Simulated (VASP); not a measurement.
Si6C: single point with PBE

Crystal: Si6C.

```
CELL_PARAMETERS angstrom
4.80009 2.77133 2.97128
-4.80009 2.77133 2.97128
0.00000 -5.54266 2.97128
ATOMIC_POSITIONS crystal
Si 0.38709 0.13716 0.01275
Si 0.61291 0.86284 0.98725
Si 0.61690 0.74002 0.32064
Si 0.38310 0.25998 0.67936
Si 0.01275 0.38709 0.13716
Si 0.98725 0.61291 0.86284
Si 0.32064 0.61690 0.74002
Si 0.67936 0.38310 0.25998
Si 0.13716 0.01275 0.38709
Si 0.86284 0.98725 0.61291
Si 0.25998 0.67936 0.38310
Si 0.74002 0.32064 0.61690
C 0.91089 0.91089 0.91089
C 0.08911 0.08911 0.08911
```

| Item | Value |
| --- | --- |
| Program | VASP 6.6.1 |
| Task | single point |
| Functional | PBE |
| Potentials or basis | VASP PAW PBE potentials, release 64 (Si, C) |
| Cutoff | 520 eV |
| k mesh | 6 × 6 × 6 |
| Occupations | gaussian, width 0.02 eV |
| Spin | no spin polarisation |
| Dipole correction | no |
| Further INCAR settings | ALGO = Normal; EDIFF = 1e-06; NBANDS = 41 |

| Item | Value |
| --- | --- |
| Pressure | -0.1 GPa |
| Largest force | 0.015 eV/Å |
| Band gap on the k mesh | 0.57 eV (least direct gap 1.13 eV) |

Forces on the atoms (eV/Å):
```
Si   0.000  0.008  0.005
Si   0.000 -0.008 -0.005
Si   0.001 -0.002 -0.003
Si  -0.001  0.002  0.003
Si  -0.007 -0.004  0.005
Si   0.007  0.004 -0.005
Si   0.001  0.002 -0.003
Si  -0.001 -0.002  0.003
Si   0.007 -0.004  0.005
Si  -0.007  0.004 -0.005
Si   0.002  0.000  0.003
Si  -0.002  0.000 -0.003
C    0.000  0.000 -0.015
C    0.000  0.000  0.015
```

Levels at points of the mesh, in eV from the valence-band top:
```
           k point  band 26  band 27  band 28  band 29  band 30  band 31
(0.00, 0.00, 0.00)    -0.42     0.00     0.00     1.92     1.92     1.97
(0.50, 0.00, 0.00)    -1.23    -0.50    -0.41     1.45     1.61     1.66
(0.50, 0.50, 0.00)    -1.66    -1.27    -0.51     0.62     0.72     1.63
(0.50, 0.50, 0.50)    -1.60    -1.04    -1.04     0.57     1.84     1.84
```

Wall time 8 min on 1 thread of Intel(R) Xeon(R) Platinum 8259CL CPU @ 2.50GHz (Skylake/Cascade Lake) (shared host), peak memory 0.48 GiB.

A k mesh can miss the band edges.
